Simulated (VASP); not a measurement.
Write the native input for VASP 6.6.1 that does the following.

```yaml
Task: single point
Functional: PBE
Potentials_or_basis: VASP PAW PBE potentials, release 64 (Rb_sv, Na_pv)
Cutoff: 520 eV
k_mesh: 14 × 14 × 14
Occupations: gaussian, width 0.1 eV
Spin: no spin polarisation
Dipole_correction: no
Further_INCAR_settings: ALGO = Fast; EDIFF = 1e-06; NBANDS = 18
```

The structure of RbNa2 lies in POSCAR:

```
RbNa2
1.0
   -2.4396816314      2.4396816314      7.2640805617
    2.4396816314     -2.4396816314      7.2640805617
    2.4396816314      2.4396816314     -7.2640805617
Rb Na
1 2
Direct
    0.0000000000      0.0000000000      0.0000000000
    0.7500000000      0.2500000000      0.5000000000
    0.2500000000      0.7500000000      0.5000000000
```

The cell was generated, and may not be a known phase.

The input as run:

INCAR

```
SYSTEM = RbNa2
ALGO = Fast
EDIFF = 1E-6
ENCUT = 520
GGA = PE
ISIF = 2
ISMEAR = 0
LASPH = .True.
LCHARG = .True.
LELF = .True.
LREAL = .False.
LVHAR = .True.
LWAVE = .False.
NBANDS = 18
NELM = 80
PREC = Accurate
SIGMA = 0.1
```

KPOINTS

```
k-points
0
Gamma
  14 14 14
  0 0 0
```

Potentials or basis: VASP PAW PBE potentials, release 64 (Rb_sv, Na_pv).

Run with:

```sh
$ cat potpaw_PBE.64/Rb_sv/POTCAR potpaw_PBE.64/Na_pv/POTCAR > POTCAR
$ mpirun -np 1 vasp_std > vasp.out
```

Results of the run:

```json
{
  "Pressure": "0.0 GPa",
  "Band gap on the k mesh": "zero (an odd number of electrons rules out a gap without spin polarisation)"
}
```

Run time: 40 min on 1 thread of Oxide Virtual Turin-like Processor, with other jobs on the host, peak memory 0.93 GiB.
